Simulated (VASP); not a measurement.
A run of VASP 6.6.1:

Contents of INCAR:

```
PREC = Accurate ; ENCUT = 520
EDIFF = 1E-7 ; ISMEAR = 0
SIGMA = 0.1 ; LREAL = False
LASPH = True ; NELM = 100
ALGO = Normal ; ISIF = 2
LWAVE = False ; LCHARG = False
GGA = PS ; NBANDS = 8
```

KPOINTS

```
regular mesh
0
Gamma
  14 14 14
```

Contents of POSCAR:

```
Sb
1.0
    3.0617437794      0.0000000000      0.0000000000
    0.0000000000      3.0617437794      0.0000000000
    0.0000000000      0.0000000000      3.0617437794
Sb
1
Direct
    0.0000000000      0.0000000000      0.0000000000
```

Potentials or basis: VASP PAW PBE potentials, release 64 (Sb).

Command:

```bash
$ cat potpaw_PBE.64/Sb/POTCAR > POTCAR
$ mpirun -np 1 vasp_std > vasp.out
```

Hardware: 1 thread of AMD EPYC 9R45 96-Core Processor (Zen 5) (shared host).

**Question.** Estimate the wall time of this run.

**Answer.** Run time: 7.9 s on 1 thread of AMD EPYC 9R45 96-Core Processor (Zen 5), on a shared host, peak memory 0.12 GiB. Counts: scf iterations 10, k points 120.
